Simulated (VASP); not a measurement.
PbF2, 3 atoms in the cell. The typed cell holds 3 atoms: a = 4.167 Å, b = 4.167 Å, c = 4.167 Å, α = 59.99°, β = 59.99°, γ = 59.99°. 

- Program: VASP 6.6.1
- Task: single point
- Functional: r2SCAN
- Dispersion: rVV10
- Potentials or basis: VASP PAW PBE potentials, release 64 (Pb_d, F)
- Cutoff: 520 eV
- k mesh: 8 × 8 × 8
- Occupations: fermi-dirac, width 0.03 eV
- Spin: no spin polarisation
- Dipole correction: no
- Further INCAR settings: ALGO = Normal; EDIFF = 1e-06; NBANDS = 21

Potentials or basis: VASP PAW PBE potentials, release 64 (Pb_d, F).

Command:

```bash
$ cat potpaw_PBE.64/Pb_d/POTCAR potpaw_PBE.64/F/POTCAR > POTCAR
$ cp INCAR.step1 INCAR
$ mpirun -np 1 vasp_std > vasp.out
$ cp INCAR.step2 INCAR
$ mpirun -np 1 vasp_std > vasp.out
```

Hardware: 1 thread of Intel Xeon 8259CL (shared host).

Task: How long does it take, and how much memory?

Result: Run time: 6.1 min on 1 thread of Intel Xeon 8259CL, with other jobs on the host, peak memory 0.36 GiB. Counts: k points 65.
